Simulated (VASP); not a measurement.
A run of VASP 6.6.1:

File INCAR:

```
SYSTEM = YPb3
PREC = Accurate
ENCUT = 520
EDIFF = 1E-7
ISMEAR = 0
SIGMA = 0.1
LREAL = .False.
LASPH = .True.
NELM = 100
ALGO = Normal
ISIF = 2
LWAVE = .False.
LCHARG = .False.
GGA = PS
NBANDS = 34
```

Contents of KPOINTS:

```
regular mesh
0
Gamma
  6 6 6
  0 0 0
```

Contents of POSCAR:

```
YPb3
1.0
    4.8140000000      0.0000000000      0.0000000000
    0.0000000000      4.8140000000      0.0000000000
    0.0000000000      0.0000000000      4.8140000000
Y Pb
1 3
Direct
    0.0000000000      0.0000000000      0.0000000000
    0.0000000000      0.5000000000      0.5000000000
    0.5000000000      0.0000000000      0.5000000000
    0.5000000000      0.5000000000      0.0000000000
```

Potentials or basis: VASP PAW PBE potentials, release 64 (Y_sv, Pb_d).

Command:

```console
$ cat potpaw_PBE.64/Y_sv/POTCAR potpaw_PBE.64/Pb_d/POTCAR > POTCAR
$ mpirun -np 1 vasp_std > vasp.out
```

Hardware: 1 thread of AMD EPYC 9R45 (Zen 5), on a shared host.

Q: How long does it take, and how much memory?

A: It took 51 s on 1 thread of AMD EPYC 9R45 (Zen 5) (shared host), peak memory 0.21 GiB. Counts: scf iterations 17, k points 20.
